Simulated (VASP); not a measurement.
# Ti (P6_3/mmc) in VASP: notebook, part 2 of 2

VASP 6.6.1. The steps go on from the part before.

### 5 Relaxation of cell and atoms, PBE

This run uses another cell than the first one, of 17.66 Å³/atom, 1.016 times its volume.

The input, INCAR:

```
SYSTEM = Ti
ALGO = Fast
EDIFF = 1E-7
EDIFFG = -0.005
ENCUT = 600
GGA = PE
IBRION = 2
ISIF = 3
ISMEAR = 0
LASPH = .TRUE.
LCHARG = .FALSE.
LREAL = .FALSE.
LWAVE = .FALSE.
NELM = 80
NSW = 100
PREC = Accurate
SIGMA = 0.1
```

The input, KPOINTS:

```
k-points
0
G
  18 18 10
  0 0 0
```

The input, POSCAR:

```
Ti
1.0
    2.9499978604      0.0000000000      0.0000000000
   -1.4749989302      2.5547730882      0.0000000000
    0.0000000000      0.0000000000      4.6860000000
Ti
2
Direct
    0.3333333333      0.6666666667      0.2500000000
    0.6666666667      0.3333333333      0.7500000000
```

Potentials or basis: VASP PAW PBE potentials, release 64 (Ti_sv).

Command:

```bash
cat potpaw_PBE.64/Ti_sv/POTCAR > POTCAR
mpirun -np 1 vasp_std > vasp.out
```

OUTCAR:

```text
SYSTEM = Ti
   EDIFF = 1E-7
   EDIFFG = -0.005
   ENCUT = 600
   GGA = PE
   IBRION = 2
   ISIF = 3
   ISMEAR = 0
   LASPH = .TRUE.
   LREAL = .FALSE.
   NELM = 80
   NSW = 100
   PREC = Accurate

 ion  position               nearest neighbor table
   1  0.333  0.667  0.250-   2 2.90   2 2.90   2 2.90   2 2.90   2 2.90   2 2.90
   2  0.667  0.333  0.750-   1 2.90   1 2.90   1 2.90   1 2.90   1 2.90   1 2.90

  LATTYP: Found a hexagonal cell.
 ALAT       =     2.9499978604
 C/A-ratio  =     1.5884757284

  Lattice vectors:

 A1 = (   2.9499978604,   0.0000000000,   0.0000000000)
 A2 = (  -1.4749989302,   2.5547730882,   0.0000000000)
 A3 = (   0.0000000000,   0.0000000000,   4.6860000000)

Analysis of symmetry for initial positions (statically):
=====================================================================
 Subroutine PRICEL returns:
 Original cell was already a primitive cell.

 Routine SETGRP: Setting up the symmetry group for a
 hexagonal supercell.

 Subroutine GETGRP returns: Found 24 space group operations
 (whereof 12 operations were pure point group operations)
 out of a pool of 24 trial point group operations.

The static configuration has the point symmetry D_3d.
 The point group associated with its full space group is D_6h.

Analysis of symmetry for dynamics (positions and initial velocities):
=====================================================================
 Subroutine PRICEL returns:
 Original cell was already a primitive cell.

 Routine SETGRP: Setting up the symmetry group for a
 hexagonal supercell.

 Subroutine GETGRP returns: Found 24 space group operations
 (whereof 12 operations were pure point group operations)
 out of a pool of 24 trial point group operations.

The dynamic configuration has the point symmetry D_3d.
[... 137 lines left out ...]
 maximum number of plane-waves:      1194
 NGX is ok and might be reduce to    24
   NGX = 11   NGY = 11   NGZ = 19

--------------------------------------- Ionic step        1  -------------------------------------------

 number of electron      23.9999997 magnetization

 Free energy of the ion-electron system (eV)
  ---------------------------------------------------
  ext. energy  EPLUGINS =         0.00000000
  ---------------------------------------------------
  free energy    TOTEN  =       -15.67310709 eV

  energy without entropy =      -15.66344312  energy(sigma->0) =      -15.66827511

------------------------ aborting loop because EDIFF is reached ----------------------------------------

  FORCE on cell =-STRESS in cart. coord.  units (eV):
  Direction    XX          YY          ZZ          XY          YZ          ZX
  --------------------------------------------------------------------------------------
  -------------------------------------------------------------------------------------
  Total       -0.4130408     -0.4130408     -0.5233582      0.0000000      0.0000000      0.0000000
  in kB      -18.7381709    -18.7381709    -23.7428756      0.0000000      0.0000000      0.0000000
  external PRESSURE =     -20.4064058 kB  Pullay stress =       0.0000000 kB
[... 89 lines left out ...]
  FREE ENERGIE OF THE ION-ELECTRON SYSTEM (eV)
  ---------------------------------------------------
  free  energy   TOTEN  =       -15.6769885938 eV

  energy  without entropy=      -15.6675890854  energy(sigma->0) =      -15.67228884

[... ionic steps 4 to 7 ...]

--------------------------------------- Ionic step        8  -------------------------------------------

 number of electron      23.9999993 magnetization

------------------------ aborting loop because EDIFF is reached ----------------------------------------
[... 67 lines left out ...]
--------------------------------------- Ionic step       10  -------------------------------------------

 number of electron      23.9999993 magnetization

 Free energy of the ion-electron system (eV)
  ---------------------------------------------------
  ext. energy  EPLUGINS =         0.00000000
  ---------------------------------------------------
  free energy    TOTEN  =       -15.67704510 eV

  energy without entropy =      -15.66765560  energy(sigma->0) =      -15.67235035

 E-fermi :   8.3591     XC(G=0): -11.5029

 val. band max:        8.3483222385   @ k =   0.3333   0.1667   0.4000
 cond. band min:       8.3753711960   @ k =   0.0556   0.0000   0.5000
 fundamental gap:      0.0270489575
 Fermi energy:         8.3591178295

 k-point     1 :       0.0000    0.0000    0.0000
  band No.  band energies     occupation
      1     -48.5111      2.00000
      2     -48.3731      2.00000
      3     -25.1023      2.00000
      4     -24.4558      2.00000
      5     -24.4558      2.00000
      6     -24.3900      2.00000
[... 433 lines left out ...]
      3     -24.8983      2.00000
      4     -24.7961      2.00000
      5     -24.7799      2.00000
      6     -24.6216      2.00000
[... 8 lines left out ...]
     15       9.5203      0.00000
     16      11.4590      0.00000

 [... further k-points ...]
[... 5 lines left out ...]
  --------------------------------------------------------------------------------------
  -------------------------------------------------------------------------------------
  Total        0.0014564      0.0014564      0.0054007     -0.0000000     -0.0000000     -0.0000000
  in kB        0.0672542      0.0672542      0.2493941     -0.0000000     -0.0000000     -0.0000000
  external PRESSURE =       0.1279675 kB  Pullay stress =       0.0000000 kB
[... 17 lines left out ...]
  FREE ENERGIE OF THE ION-ELECTRON SYSTEM (eV)
  ---------------------------------------------------
  free  energy   TOTEN  =       -15.6770450962 eV

  energy  without entropy=      -15.6676555961  energy(sigma->0) =      -15.67235035

 reached required accuracy - stopping structural energy minimisation
```

OSZICAR:

```text
N       E                     dE             d eps       ncg     rms          rms(c)
DAV:   1     0.262007398028E+03    0.26201E+03   -0.14745E+04  7112   0.205E+03
DAV:   2     0.114081120873E+02   -0.25060E+03   -0.24929E+03  7336   0.520E+02
DAV:   3    -0.165142353943E+02   -0.27922E+02   -0.27771E+02 14064   0.140E+02
[... 252 lines left out ...]
RMM:  12    -0.156770448154E+02   -0.33920E-06   -0.24200E-06  6626   0.831E-03    0.230E-03
RMM:  13    -0.156770449691E+02   -0.15377E-06   -0.15616E-06  5199   0.587E-03    0.104E-03
RMM:  14    -0.156770449716E+02   -0.24702E-08   -0.10753E-06  4061   0.428E-03    0.126E-03
RMM:  15    -0.156770450380E+02   -0.66362E-07   -0.10447E-06  5008   0.387E-03    0.161E-03
RMM:  16    -0.156770450962E+02   -0.58193E-07   -0.61873E-07  3651   0.341E-03
  10 F= -.15677045E+02 E0= -.15672350E+02  d E =-.604008E-05
```

CONTCAR:

```text
Ti
   1.00000000000000
     2.9366502273491681   -0.0000000000000000    0.0000000000000000
    -1.4683251136745841    2.5432136988978060   -0.0000000000000000
     0.0000000000000000    0.0000000000000000    4.6456108513935153
  Ti
     2
Direct
     0.3333333332999970    0.6666666667000030    0.2500000000000000
     0.6666666667000030    0.3333333332999970    0.7500000000000000

  0.00000000E+00  0.00000000E+00  0.00000000E+00
  0.00000000E+00  0.00000000E+00  0.00000000E+00
```

Run time: 23 min. Hardware: 1 thread of AMD EPYC 9R45 (Zen 5), shared host; peak memory 0.25 GiB.

What came out:

```
Free energy                            : -15.6770 eV
Relaxed volume                         : 17.35 Å³/atom
Relaxed cell                           : a = 2.937 Å, b = 2.937 Å, c = 4.646 Å, α = 90.00°, β = 90.00°, γ = 120.00°
Space group after relaxing (to 0.05 Å) : P6_3/mmc (No. 194)
Energy gained by relaxing              : 2.0 meV/atom
Ionic steps                            : 10
Pressure after relaxing                : 0.0 GPa
Band gap on the k mesh                 : zero (band 12 reaches 9.12 eV, above the bottom of band 13 at 8.02 eV)
```

The path:
| step | energy change (eV) | largest force (eV/Å) | pressure (GPa) | volume (Å³) |
| --- | --- | --- | --- | --- |
| 1 | 0.0000 | 0.0000 | -2.04 | 35.32 |
| 2 | -0.0012 | 0.0000 | 1.65 | 34.18 |
| 3 | -0.0039 | 0.0000 | 0.02 | 34.70 |
| 4 | -0.0039 | 0.0000 | -0.05 | 34.71 |
| 5 | -0.0039 | 0.0000 | -0.08 | 34.72 |
| 6 | -0.0039 | 0.0000 | -0.08 | 34.72 |
| 7 | -0.0039 | 0.0000 | -0.07 | 34.72 |
| 8 | -0.0039 | 0.0000 | -0.08 | 34.72 |
| 9 | -0.0039 | 0.0000 | 0.06 | 34.67 |
| 10 | -0.0039 | 0.0000 | 0.01 | 34.70 |

Final structure:
```
CELL_PARAMETERS angstrom
2.93665 0.00000 0.00000
-1.46833 2.54321 0.00000
0.00000 0.00000 4.64561
ATOMIC_POSITIONS crystal
Ti 0.33333 0.66667 0.25000
Ti 0.66667 0.33333 0.75000
```

### 6 The runs side by side

| task | cell | k mesh | cutoff (eV) | gap on the mesh (eV) | pressure (GPa) |
| --- | --- | --- | --- | --- | --- |
| single point | a = 2.938, b = 2.938, c = 4.651 Å, angles 90.0, 90.0, 120.0°, 2 atoms | 18 × 18 × 10 | 520 | none | -0.7 |
| single point | a = 2.938, b = 4.651 Å, angles 90.0, 60.0, 90.0°, 2 atoms | 12 × 8 × 13 | 520 | none | -0.3 |
| single point | a = 3.027, b = 3.027, c = 4.567 Å, angles 90.0, 90.0, 120.0°, 2 atoms | 24 × 24 × 12 | 520 | none | -4.5 |
| relaxation of cell and atoms | relaxed from a = 2.950, b = 2.950, c = 4.686 Å, angles 90.0, 90.0, 120.0°, 2 atoms | 18 × 18 × 10 | 600 | none | 0.0 |

Alike in all rows: level PBE; potentials or basis VASP PAW PBE potentials, release 64 (Ti_sv); no spin polarisation; smearing gaussian 0.1 eV.

Absolute energies hang on the potentials; compare differences alone.
